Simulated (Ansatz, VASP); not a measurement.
## AlNi3: VASP beside Ansatz

POSCAR

```
AlNi3
1.0
    0.0000000000      2.8018887551      2.8018887551
    2.8018887551      0.0000000000      2.8018887551
    2.8018887551      2.8018887551      0.0000000000
Al Ni
1 3
Direct
    0.5000000000      0.5000000000      0.5000000000
    0.2500000000      0.2500000000      0.2500000000
    0.0000000000      0.0000000000      0.0000000000
    0.7500000000      0.7500000000      0.7500000000
```

INCAR.step1

```
SYSTEM = AlNi3
ALGO     = Normal         ! electronic algorithm
EDIFF    = 1E-4           ! SCF threshold, eV
ENCUT    = 520            ! plane-wave cutoff, eV
GGA      = PE             ! functional
ISMEAR   = 0              ! smearing method
LASPH    = .True.         ! aspherical terms in the spheres
LCHARG   = .False.        ! write CHGCAR
LREAL    = .False.        ! projectors in reciprocal space
LWAVE    = .True.         ! write WAVECAR
NBANDS   = 24             ! bands
NELM     = 60             ! most SCF steps
PREC     = Accurate       ! precision mode
SIGMA    = 0.1            ! smearing width, eV
```

The input INCAR.step2:

```
SYSTEM = AlNi3
ALGO     = Normal         ! electronic algorithm
EDIFF    = 1E-6           ! SCF threshold, eV
ENCUT    = 520            ! plane-wave cutoff, eV
ISIF     = 2              ! what is computed and relaxed
ISMEAR   = 0              ! smearing method
ISTART   = 1            
LASPH    = .True.         ! aspherical terms in the spheres
LCHARG   = .False.        ! write CHGCAR
LMIXTAU  = .True.       
LREAL    = .False.        ! projectors in reciprocal space
LWAVE    = .False.        ! write WAVECAR
METAGGA  = R2SCAN         ! meta-GGA
NBANDS   = 24             ! bands
NELM     = 60             ! most SCF steps
PREC     = Accurate       ! precision mode
SIGMA    = 0.1            ! smearing width, eV
```

The input KPOINTS:

```
k-points
0
Gamma
  16 16 16
  0 0 0
```

Input for Ansatz:

```yaml
crystal:
  lattice:
    - [0.0, 2.8018887551, 2.8018887551]
    - [2.8018887551, 0.0, 2.8018887551]
    - [2.8018887551, 2.8018887551, 0.0]
  atoms:
    - { symbol: Al, position: [0.5, 0.5, 0.5] }
    - { symbol: Ni, position: [0.25, 0.25, 0.25] }
    - { symbol: Ni, position: [0.0, 0.0, 0.0] }
    - { symbol: Ni, position: [0.75, 0.75, 0.75] }
basis:
  ecutwfc: 500
kpoints:
  mp_grid: { grid: [16, 16, 16] }
hamiltonian:
  xc: r2scan
scf:
  occupations: { method: gaussian, width: 0.1 }
output:
  forces: true
  stress: true
  eigenvalues: true
```

Alike in both runs: task single point; functional r2SCAN; k mesh 16 × 16 × 16; occupations gaussian, width 0.1 eV; no spin polarisation.

|  | VASP | Ansatz |
| --- | --- | --- |
| version | VASP 6.6.1 | Ansatz 0.2.0 |
| potentials or method | VASP PAW PBE potentials, release 64 (Al, Ni), cutoff 520 eV | scalar-relativistic, plane waves, PAW |
| valence electrons in the cell | 33 | 57 |

|  | VASP | Ansatz | Ansatz less VASP |
| --- | --- | --- | --- |
| gap on the k mesh at the Fermi level (eV) | none | none | - |
| pressure (GPa) | 0.1 | 0.0 | -0.12 |

VASP's potentials were made for PBE, not for r2SCAN. A gap of «none» marks a metal or a gap that the smearing closes. VASP's potentials hold 33 valence electrons a cell and Ansatz's 57, so a difference there can come from the potentials and not from the codes.
